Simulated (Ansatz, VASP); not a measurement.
**CsH: VASP beside Ansatz**

File POSCAR:

```
CsH
1.0
    3.1787499216      3.1787499216      0.0000000000
   -3.1787499216      3.1787499216      0.0000000000
    0.0000000000      0.0000000000      6.6310400000
Cs H
2 2
Direct
    0.0000000000      0.0000000000      0.0000000000
    0.5000000000      0.5000000000      0.5000000000
    0.5000000000      0.5000000000      0.0000000000
    0.0000000000      0.0000000000      0.5000000000
```

The input INCAR.step1:

```
ALGO = Normal ; EDIFF = 1E-4
ENCUT = 520 ; GGA = PE
ISMEAR = 0 ; LASPH = True
LCHARG = False ; LREAL = False
LWAVE = True ; NBANDS = 18
NELM = 100 ; PREC = Accurate
SIGMA = 0.02
```

Contents of INCAR.step2:

```
ALGO = Normal ; EDIFF = 1E-6
ENCUT = 520 ; ISIF = 2
ISMEAR = 0 ; ISTART = 1
LASPH = True ; LCHARG = False
LMIXTAU = True ; LREAL = False
LWAVE = False ; METAGGA = R2SCAN
NBANDS = 18 ; NELM = 100
PREC = Accurate ; SIGMA = 0.02
```

The input KPOINTS:

```
k-points
0
Gamma
  6 6 4
```

Input for Ansatz:

```yaml
crystal:
  lattice:
    - [3.1787499216, 3.1787499216, 0.0]
    - [-3.1787499216, 3.1787499216, 0.0]
    - [0.0, 0.0, 6.63104]
  atoms:
    - { symbol: Cs, position: [0.0, 0.0, 0.0] }
    - { symbol: Cs, position: [0.5, 0.5, 0.5] }
    - { symbol: H, position: [0.5, 0.5, 0.0] }
    - { symbol: H, position: [0.0, 0.0, 0.5] }
basis:
  ecutwfc: 500
kpoints:
  mp_grid: { grid: [6, 6, 4] }
  band_path: { path: [VBM, CBM], npoints: 2 }
hamiltonian:
  xc: r2scan
scf:
  occupations: { method: gaussian, width: 0.02 }
output:
  forces: true
  stress: true
  eigenvalues: true
checkpoint:
  read: start.run
  write: ck
  compress: false
  write_wavefunctions: false
  write_every: 100000
```

Alike in both runs: task single point; functional r2SCAN; k mesh 6 × 6 × 4; occupations gaussian, width 0.02 eV; no spin polarisation.

```csv
,VASP,Ansatz
version,VASP 6.6.1,Ansatz 0.2.0
potentials or method,"VASP PAW PBE potentials, release 64 (Cs_sv, H), cutoff 520 eV","scalar-relativistic, plane waves, PAW"
valence electrons in the cell,20,20
```

```tsv
	VASP	Ansatz	Ansatz less VASP
gap on the k mesh at the Fermi level (eV)	2.69	2.71	+0.016
least direct gap on the mesh (eV)	2.69	2.71	+0.016
pressure (GPa)	-0.2	-0.3	-0.02
traceless stress, the component that is largest in VASP (GPa)	-0.52	-0.51	+0.012
```

VASP's potentials were made for PBE, not for r2SCAN. The functional is the same, so the differences come from potentials, cutoffs and numerics.

Neither program's run includes spin-orbit coupling.
